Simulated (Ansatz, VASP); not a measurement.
# NaI: VASP beside Ansatz

```xyz
2
Lattice="0.0000 3.2296 3.2296 3.2296 0.0000 3.2296 3.2296 3.2296 0.0000" Properties=species:S:1:pos:R:3 pbc="T T T"
Na    0.0000    0.0000    0.0000
I     3.2296    3.2296    3.2296
```

Alike in both runs: task single point; functional r2SCAN; dispersion rVV10; k mesh 6 × 6 × 6; no spin polarisation.

|  | VASP | Ansatz |
| --- | --- | --- |
| version | VASP 6.6.1 | Ansatz 0.2.0 |
| potentials or method | VASP PAW PBE potentials, release 64 (Na_pv, I) | plane waves |
| plane-wave cutoff (eV) | 520 | 500 |
| occupations | gaussian, width 0.01 eV | fixed |
| valence electrons in the cell | 14 | 26 |

Ansatz gave:

```
gap on the k mesh at the Fermi level (eV) : 4.37
pressure (GPa)                            : -0.5
```

Task: Estimate VASP's values.

Result: gap on the k mesh at the Fermi level (eV): 4.38; pressure (GPa): -0.5.

VASP's potentials were made for PBE, not for r2SCAN. VASP's potentials hold 14 valence electrons a cell and Ansatz's 26, so a difference there can come from the potentials and not from the codes.

Neither program's run includes spin-orbit coupling.
